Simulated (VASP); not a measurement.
# Al4Cl (Pm-3m) in VASP: further runs

Al4Cl is run at these levels: PBE; tasks: relaxation of cell and atoms, single point.

Everything below comes from runs of VASP 6.6.1. Logs are shortened: lines on timing, memory, paths and dates and some standing lists are left out, and cuts for length are marked.

### 1 The cell of the first run

Symmetry: Pm-3m, No. 221, cubic system. Conventional cell: a = 4.399 Å, b = 4.399 Å, c = 4.399 Å, α = 90.00°, β = 90.00°, γ = 90.00°. Al (site symmetry m-3m) has 6 Al at 2.20 Å within 2.9 Å. Within 2.9 Å of Al (site symmetry 4/mmm) lie 2 Al at 2.20 Å. Cl (site symmetry m-3m) has 20 Al at 3.11 to 3.81 Å within 4.1 Å.

### 2 Relaxation of cell and atoms, PBE

The input, INCAR:

```
SYSTEM = Al4Cl
PREC = Accurate ; ENCUT = 600
EDIFF = 1E-7 ; ISMEAR = 0
SIGMA = 0.1 ; LREAL = .False.
LASPH = .True. ; NELM = 80
ALGO = Normal ; ISIF = 3
LWAVE = .False. ; LCHARG = .False.
GGA = PE ; IBRION = 2
NSW = 90 ; EDIFFG = -0.04
```

The input, KPOINTS:

```
Automatic mesh
0
Gamma
  4 4 4
  0 0 0
```

The input, POSCAR:

```
Al4Cl
1.0
    4.3993816900      0.0000000000      0.0000000000
    0.0000000000      4.3993816900      0.0000000000
    0.0000000000      0.0000000000      4.3993816900
Al Cl
4 1
Direct
    0.5000000000      0.5000000000      0.5000000000
    0.0000000000      0.5000000000      0.5000000000
    0.5000000000      0.0000000000      0.5000000000
    0.5000000000      0.5000000000      0.0000000000
    0.0000000000      0.0000000000      0.0000000000
```

Potentials or basis: VASP PAW PBE potentials, release 64 (Al, Cl).

On the command line:

```sh
> cat potpaw_PBE.64/Al/POTCAR potpaw_PBE.64/Cl/POTCAR > POTCAR
> mpirun -np 1 vasp_std > vasp.out
```

OUTCAR:

```text
SYSTEM = Al4Cl
   PREC = Accurate
   ENCUT = 600
   EDIFF = 1E-7
   ISMEAR = 0
   LREAL = .False.
   LASPH = .True.
   NELM = 80
   ISIF = 3
   GGA = PE
   IBRION = 2
   NSW = 90
   EDIFFG = -0.04

 ion  position               nearest neighbor table
   1  0.500  0.500  0.500-   2 2.20   3 2.20   4 2.20   4 2.20   3 2.20   2 2.20
   2  0.000  0.500  0.500-   1 2.20   1 2.20   4 3.11   4 3.11   3 3.11   3 3.11   3 3.11   4 3.11
                             4 3.11   3 3.11
   3  0.500  0.000  0.500-   1 2.20   1 2.20   4 3.11   4 3.11   2 3.11   2 3.11   4 3.11   4 3.11
                             2 3.11   2 3.11
   4  0.500  0.500  0.000-   1 2.20   1 2.20   3 3.11   2 3.11   2 3.11   3 3.11   3 3.11   3 3.11
                             2 3.11   2 3.11
   5  0.000  0.000  0.000-

  LATTYP: Found a simple cubic cell.
 ALAT       =     4.3993816900

  Lattice vectors:

 A1 = (   4.3993816900,   0.0000000000,   0.0000000000)
 A2 = (   0.0000000000,   4.3993816900,   0.0000000000)
 A3 = (   0.0000000000,   0.0000000000,   4.3993816900)

Analysis of symmetry for initial positions (statically):
=====================================================================
 Subroutine PRICEL returns:
 Original cell was already a primitive cell.

 Routine SETGRP: Setting up the symmetry group for a
 simple cubic supercell.

 Subroutine GETGRP returns: Found 48 space group operations
 (whereof 48 operations were pure point group operations)
 out of a pool of 48 trial point group operations.

The static configuration has the point symmetry O_h .

Analysis of symmetry for dynamics (positions and initial velocities):
=====================================================================
 Subroutine PRICEL returns:
 Original cell was already a primitive cell.

 Routine SETGRP: Setting up the symmetry group for a
 simple cubic supercell.

 Subroutine GETGRP returns: Found 48 space group operations
 (whereof 48 operations were pure point group operations)
 out of a pool of 48 trial point group operations.

The dynamic configuration has the point symmetry O_h .

 Subroutine INISYM returns: Found 48 space group operations
 (whereof 48 operations are pure point group operations),
 and found     1 'primitive' translations

----------------------------------------------------------------------------------------

                                     Primitive cell

  volume of cell :      85.1481

  direct lattice vectors                    reciprocal lattice vectors
     4.399381690  0.000000000  0.000000000     0.227304669  0.000000000  0.000000000
     0.000000000  4.399381690  0.000000000     0.000000000  0.227304669  0.000000000
     0.000000000  0.000000000  4.399381690     0.000000000  0.000000000  0.227304669

  length of vectors
     4.399381690  4.399381690  4.399381690     0.227304669  0.227304669  0.227304669

  position of ions in fractional coordinates (direct lattice)
     0.500000000  0.500000000  0.500000000
     0.000000000  0.500000000  0.500000000
     0.500000000  0.000000000  0.500000000
     0.500000000  0.500000000  0.000000000
     0.000000000  0.000000000  0.000000000

  ion indices of the primitive-cell ions
   primitive index   ion index
                 1           1
                 2           2
                 3           3
                 4           4
                 5           5

----------------------------------------------------------------------------------------

 KPOINTS: Automatic mesh

Automatic generation of k-mesh.
 Grid dimensions read from file:
 generate k-points for:    4    4    4

 Generating k-lattice:

  Cartesian coordinates                     Fractional coordinates (reciprocal lattice)
     0.056826167  0.000000000  0.000000000     0.250000000  0.000000000  0.000000000
     0.000000000  0.056826167  0.000000000     0.000000000  0.250000000  0.000000000
     0.000000000  0.000000000  0.056826167     0.000000000  0.000000000  0.250000000

  Length of vectors
     0.056826167  0.056826167  0.056826167

  Shift w.r.t. Gamma in fractional coordinates (k-lattice)
     0.000000000  0.000000000  0.000000000

 Subroutine IBZKPT returns following result:
 ===========================================

 Found     10 irreducible k-points:

 Following reciprocal coordinates:
            Coordinates               Weight
  0.000000  0.000000  0.000000      1.000000
  0.250000  0.000000  0.000000      6.000000
  0.500000  0.000000  0.000000      3.000000
  0.250000  0.250000  0.000000     12.000000
  0.500000  0.250000  0.000000     12.000000
  0.500000  0.500000  0.000000      3.000000
  0.250000  0.250000  0.250000      8.000000
  0.500000  0.250000  0.250000     12.000000
  0.500000  0.500000  0.250000      6.000000
  0.500000  0.500000  0.500000      1.000000
   k-points           NKPTS =     10   k-points in BZ     NKDIM =     10   number of bands    NBANDS=     13
   number of dos      NEDOS =    301   number of ions     NIONS =      5
   total plane-waves  NPLWV =  46656
   dimension x,y,z NGX =    36 NGY =   36 NGZ =   36
   dimension x,y,z NGXF=    72 NGYF=   72 NGZF=   72
   ions per type =               4   1
   NGX,Y,Z   is equivalent  to a cutoff of  13.60, 13.60, 13.60 a.u.
   NGXF,Y,Z  is equivalent  to a cutoff of  27.21, 27.21, 27.21 a.u.
 SYSTEM =  Al4Cl
   PREC   = accura    normal or accurate (medium, high low for compatibility)
   ISTART =      0    job   : 0-new  1-cont  2-samecut
   ICHARG =      2    charge: 1-file 2-atom 10-const
   ISPIN  =      1    spin polarized calculation?
   LNONCOLLINEAR =      F non collinear calculations
   LSORBIT =      F    spin-orbit coupling
   LASPH  =      T    aspherical Exc in radial PAW
   ENCUT  =  600.0 eV  44.10 Ry    6.64 a.u.   8.79  8.79  8.79*2*pi/ulx,y,z
   NELM   =     80;   NELMIN=  2; NELMDL= -5     # of ELM steps
   EDIFF  = 0.1E-06   stopping-criterion for ELM
   LREAL  =      F    real-space projection
   EDIFFG = -.4E-01   stopping-criterion for IOM
   NSW    =     90    number of steps for IOM
   IBRION =      2    ionic relax: 0-MD 1-quasi-New 2-CG
   NFREE  =      1    steps in history (QN), initial steepest desc. (CG)
   ISIF   =      3    stress and relaxation
   ISYM   =      2    0-nonsym 1-usesym 2-fastsym
   POTIM  = 0.5000    time-step for ionic-motion
   TEBEG  =    0.0;   TEEND  =   0.0 temperature during run
   PSTRESS=    0.0 pullay stress
   NELECT =      19.0000    total number of electrons
   NUPDOWN=      -1.0000    fix difference up-down
   EMIN   =  10.00;   EMAX   =-10.00  energy-range for DOS
   EFERMI =   0.00;   METHOD = LEGACY
   ISMEAR =     0;   SIGMA  =   0.10  broadening in eV -4-tet -1-fermi 0-gaus
   EFERMI_NEDOS =   21; number of points for ismear=-14 and -15
   IALGO  =     38    algorithm
   IMIX   =      4    mixing-type and parameters
     AMIX     =   0.40;   BMIX     =  1.00
     AMIX_MAG =   1.60;   BMIX_MAG =  1.00
  volume/ion in A,a.u.               =      17.03       114.92
  Fermi-wavevector in a.u.,A,eV,Ry     =   0.992966  1.876434 13.415093  0.985982
  Thomas-Fermi vector in A             =   2.124815
   LORBIT       =      0    0 simple, 1 ext, 2 COOP (PROOUT), +10 PAW based schemes
   GGA     = PE    functional components
   LHFCALC =     F    Hartree Fock is set to
   AEXX    =    0.0000 exact exchange contribution
   IVDW    =     0    specifies the selected vdW correction
   LEPSILON=     F    determine dielectric tensor
   LRPA    =     F    only Hartree local field effects (RPA)
 conjugate gradient relaxation of ions
 non-spin polarized calculation
 Gauss-broadening in eV      SIGMA  =   0.10
  energy-cutoff  :      600.00
  volume of cell :       85.15
 maximum number of plane-waves:      2897
 NGX is ok and might be reduce to    36
   NGX = 17   NGY = 17   NGZ = 17

--------------------------------------- Ionic step        1  -------------------------------------------

 number of electron      18.9999999 magnetization

 Free energy of the ion-electron system (eV)
  ---------------------------------------------------
  ext. energy  EPLUGINS =         0.00000000
  ---------------------------------------------------
  free energy    TOTEN  =       -11.42497306 eV

  energy without entropy =      -11.41183389  energy(sigma->0) =      -11.41840348

 E-fermi :   7.7950     XC(G=0): -10.0048

 val. band max:        7.7747266340   @ k =   0.5000   0.5000   0.0000
 cond. band min:       7.8145098580   @ k =   0.2500   0.2500   0.2500
 fundamental gap:      0.0397832240
 Fermi energy:         7.7950288147

 k-point     1 :       0.0000    0.0000    0.0000
  band No.  band energies     occupation
      1      -9.1858      2.00000
      2      -2.6709      2.00000
      3       1.7970      2.00000
      4       1.7970      2.00000
      5       1.7970      2.00000
      6       4.9352      2.00000
      7       4.9352      2.00000
      8       5.1736      2.00000
      9       5.1736      2.00000
     10       5.1736      2.00000
     11       8.8215      0.00000
     12      10.8917      0.00000
     13      10.8917      0.00000

 k-point     2 :       0.2500    0.0000    0.0000
  band No.  band energies     occupation
      1      -9.1235      2.00000
      2      -2.6654      2.00000
      3       1.1667      2.00000
      4       2.0614      2.00000
      5       2.0614      2.00000
      6       3.6944      2.00000
      7       4.7720      2.00000
      8       4.7720      2.00000
      9       5.3174      2.00000
     10       6.9942      2.00000
     11       9.4857      0.00000
     12       9.5263      0.00000
     13       9.5263      0.00000
[... 226 lines left out ...]
 POSITION                                       TOTAL-FORCE (eV/Angst)
 -----------------------------------------------------------------------------------
      2.52718      2.52718      2.52718        -0.000000     -0.000000      0.000000
     -0.00000      2.52718      2.52718        -0.000000      0.000000      0.000000
      2.52718      0.00000      2.52718         0.000000     -0.000000      0.000000
      2.52718      2.52718      0.00000         0.000000      0.000000      0.000000
      0.00000      0.00000      0.00000         0.000000     -0.000000      0.000000
 -----------------------------------------------------------------------------------
    total drift:                               -0.000000      0.000000      0.000000

  FREE ENERGIE OF THE ION-ELECTRON SYSTEM (eV)
  ---------------------------------------------------
  free  energy   TOTEN  =       -14.5351967148 eV

  energy  without entropy=      -14.5086253427  energy(sigma->0) =      -14.52191103

--------------------------------------- Ionic step        4  -------------------------------------------

 number of electron      18.9999998 magnetization

 Free energy of the ion-electron system (eV)
  ---------------------------------------------------
  ext. energy  EPLUGINS =         0.00000000
  ---------------------------------------------------
  free energy    TOTEN  =       -14.53809539 eV

  energy without entropy =      -14.51373557  energy(sigma->0) =      -14.52591548

 E-fermi :   3.8995     XC(G=0):  -8.3554

 val. band max:        3.8912602501   @ k =   0.0000   0.0000   0.0000
 cond. band min:       3.9130911434   @ k =   0.5000   0.5000   0.5000
 fundamental gap:      0.0218308934
 Fermi energy:         3.8994564756

 k-point     1 :       0.0000    0.0000    0.0000
  band No.  band energies     occupation
      1     -11.3727      2.00000
      2      -4.8631      2.00000
      3      -0.2396      2.00000
      4      -0.2396      2.00000
      5      -0.2396      2.00000
      6       0.7340      2.00000
      7       0.7340      2.00000
      8       1.6051      2.00000
      9       1.6051      2.00000
     10       1.6051      2.00000
     11       3.8913      1.09228
     12       6.6915      0.00000
     13       6.6915      0.00000

 k-point     2 :       0.2500    0.0000    0.0000
  band No.  band energies     occupation
      1     -11.3615      2.00000
      2      -4.7104      2.00000
      3      -1.3020      2.00000
      4      -0.0573      2.00000
      5      -0.0573      2.00000
      6       0.5450      2.00000
      7       0.8725      2.00000
      8       1.4433      2.00000
      9       1.4433      2.00000
     10       2.5188      2.00000
     11       5.2954      0.00000
     12       5.5538      0.00000
     13       5.5538      0.00000
[... 139 lines left out ...]
 VOLUME and BASIS-vectors are now :
 -----------------------------------------------------------------------------
  energy-cutoff  :      600.00
  volume of cell :      131.12
      direct lattice vectors                 reciprocal lattice vectors
     5.080333513  0.000000000  0.000000000     0.196837471  0.000000000 -0.000000000
    -0.000000000  5.080333513  0.000000000    -0.000000000  0.196837471 -0.000000000
     0.000000000  0.000000000  5.080333513     0.000000000 -0.000000000  0.196837471

 POSITION                                       TOTAL-FORCE (eV/Angst)
 -----------------------------------------------------------------------------------
      2.54017      2.54017      2.54017        -0.000000      0.000000      0.000000
     -0.00000      2.54017      2.54017        -0.000000     -0.000000      0.000000
      2.54017      0.00000      2.54017         0.000000     -0.000000      0.000000
      2.54017      2.54017      0.00000         0.000000     -0.000000      0.000000
      0.00000      0.00000      0.00000         0.000000     -0.000000      0.000000
 -----------------------------------------------------------------------------------
    total drift:                               -0.000000      0.000000      0.000000

  FREE ENERGIE OF THE ION-ELECTRON SYSTEM (eV)
  ---------------------------------------------------
  free  energy   TOTEN  =       -14.5380953859 eV

  energy  without entropy=      -14.5137355685  energy(sigma->0) =      -14.52591548

 reached required accuracy - stopping structural energy minimisation
```

It took 34 s on 1 thread of AMD EPYC 9R45 (Zen 5), shared host; peak memory 0.17 GiB.

Results:

* Free energy: -14.5381 eV
* Relaxed volume: 26.22 Å³/atom
* Relaxed cell: a = 5.080 Å, b = 5.080 Å, c = 5.080 Å, α = 90.00°, β = 90.00°, γ = 90.00°
* Space group after relaxing (to 0.05 Å): Pm-3m (No. 221)
* Energy gained by relaxing: 622.6 meV/atom
* Ionic steps: 4
* Pressure after relaxing: 0.0 GPa

The path:
```csv
step,energy change (eV),largest force (eV/Å),pressure (GPa),volume (Å³)
1,0.0000,0.0000,32.40,85.15
2,-3.1021,0.0000,-0.88,135.03
3,-3.1102,0.0000,0.48,129.12
4,-3.1131,0.0000,0.00,131.12
```

Final structure:
```xyz
5
Lattice="5.0803 0.0000 0.0000 0.0000 5.0803 0.0000 0.0000 0.0000 5.0803" Properties=species:S:1:pos:R:3 pbc="T T T"
Al    2.5402    2.5402    2.5402
Al    0.0000    2.5402    2.5402
Al    2.5402    0.0000    2.5402
Al    2.5402    2.5402    0.0000
Cl    0.0000    0.0000    0.0000
```

Levels at points of the mesh, in eV from the Fermi level:
```tsv
k point	band 7	band 8	band 9	band 10	band 11	band 12	band 13
(0.00, 0.00, 0.00)	-3.17	-2.29	-2.29	-2.29	-0.01	2.79	2.79
(0.50, 0.00, 0.00)	-2.86	-2.72	-2.72	-0.36	0.94	1.17	1.17
(0.50, 0.50, 0.00)	-3.08	-2.30	-1.70	-1.56	0.57	0.57	2.34
(0.50, 0.50, 0.50)	-4.33	-4.33	0.01	0.01	0.01	3.01	3.01
```

Caveat: the volume moved by over 15 % at a fixed basis, so the end points are rough; an odd number of electrons without spin polarisation forces a metal; a magnetic or distorted state may lie lower.

### 3 Single point, PBE

This run uses another cell than the first one, of 26.23 Å³/atom, 1.540 times its volume.

The input, INCAR:

```
SYSTEM = Al4Cl
PREC = Accurate ; ENCUT = 520
EDIFF = 1E-6 ; ISMEAR = 0
SIGMA = 0.1 ; LREAL = .FALSE.
LASPH = .TRUE. ; NELM = 60
ALGO = Normal ; ISIF = 2
LWAVE = .FALSE. ; LCHARG = .FALSE.
GGA = PE ; NBANDS = 18
```

The input, KPOINTS:

```
Automatic mesh
0
G
  8 8 8
  0 0 0
```

POSCAR: that of step 2 with these lines changed.

```diff
@@ -2,5 +2,5 @@
 1.0
-    4.3993816900      0.0000000000      0.0000000000
-    0.0000000000      4.3993816900      0.0000000000
-    0.0000000000      0.0000000000      4.3993816900
+    5.0805028253      0.0000000000      0.0000000000
+    0.0000000000      5.0805028253      0.0000000000
+    0.0000000000      0.0000000000      5.0805028253
 Al Cl
```

Potentials or basis: VASP PAW PBE potentials, release 64 (Al, Cl).

On the command line:

```sh
> cat potpaw_PBE.64/Al/POTCAR potpaw_PBE.64/Cl/POTCAR > POTCAR
> mpirun -np 1 vasp_std > vasp.out
```

Wall time 40 s (1 thread of AMD EPYC 9R45 (Zen 5), shared host); peak memory 0.23 GiB.

Results (log left out):

| Property | Result |
| --- | --- |
| Free energy | -14.6551 eV |
| Pressure | 0.0 GPa |

Levels at points of the mesh, in eV from the Fermi level:
```tsv
k point	band 8	band 9	band 10	band 11	band 12	band 13
(0.00, 0.00, 0.00)	-1.98	-1.98	-1.98	0.32	3.11	3.11
(0.50, 0.00, 0.00)	-2.37	-2.37	-0.04	1.25	1.49	1.49
(0.50, 0.50, 0.00)	-1.95	-1.37	-1.25	0.89	0.89	2.65
(0.50, 0.50, 0.50)	-4.07	0.31	0.31	0.31	3.36	3.36
```

Caveat: an odd number of electrons without spin polarisation forces a metal; a magnetic or distorted state may lie lower.

[end of part 1 of 2]
